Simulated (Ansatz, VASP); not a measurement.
**One calculation of AsPt, two programs**

The input INCAR:

```
PREC = Accurate ; ENCUT = 600
EDIFF = 1E-6 ; ISMEAR = 0
SIGMA = 0.1 ; LREAL = F
LASPH = T ; NELM = 100
ALGO = Normal ; ISIF = 3
LWAVE = F ; LCHARG = F
GGA = PE ; IBRION = 2
NSW = 100 ; EDIFFG = -0.01
```

Contents of KPOINTS:

```
Automatic mesh
0
Gamma
  18 18 18
```

POSCAR

```
AsPt
1.0
    0.0000000000      2.6344599170      2.6344599170
    2.6344599170      0.0000000000      2.6344599170
    2.6344599170      2.6344599170      0.0000000000
As Pt
1 1
Direct
    0.0000000000      0.0000000000      0.0000000000
    0.5000000000      0.5000000000      0.5000000000
```

Input for Ansatz:

```yaml
crystal:
  lattice:
    - [0.0, 2.634459917, 2.634459917]
    - [2.634459917, 0.0, 2.634459917]
    - [2.634459917, 2.634459917, 0.0]
  atoms:
    - { symbol: As, position: [0.0, 0.0, 0.0] }
    - { symbol: Pt, position: [0.5, 0.5, 0.5] }
basis:
  ecutwfc: 420
kpoints:
  mp_grid: { grid: [18, 18, 18] }
hamiltonian:
  xc: pbe
scf:
  occupations: { method: gaussian, width: 0.1 }
output:
  forces: true
  stress: true
  eigenvalues: true
relax:
  adjacent_minimum: "off"
  f_tol: 0.01
  max_steps: 80
  cell: { stress_tol: 0.05 }
```

Alike in both runs: task relaxation of cell and atoms; functional PBE; k mesh 18 × 18 × 18; occupations gaussian, width 0.1 eV; no spin polarisation.

```csv
,VASP,Ansatz
version,VASP 6.6.1,Ansatz 0.2.0
potentials or method,"VASP PAW PBE potentials, release 64 (As, Pt), cutoff 600 eV","scalar-relativistic, plane waves, PAW"
valence electrons in the cell,15,33
```

|  | VASP | Ansatz | Ansatz less VASP |
| --- | --- | --- | --- |
| gap on the k mesh at the Fermi level, each at its own relaxed structure (eV) | none | none | - |
| relaxed volume (Å³/atom) | 17.95 | 17.95 | -0.002 |
| relaxed cell length with the largest relative difference (Å) | 3.703 | 3.703 | -0.0001 |

A gap of «none» marks a metal or a gap that the smearing closes. VASP's potentials hold 15 valence electrons a cell and Ansatz's 33, so a difference there can come from the potentials and not from the codes.

Spin-orbit coupling is off throughout.
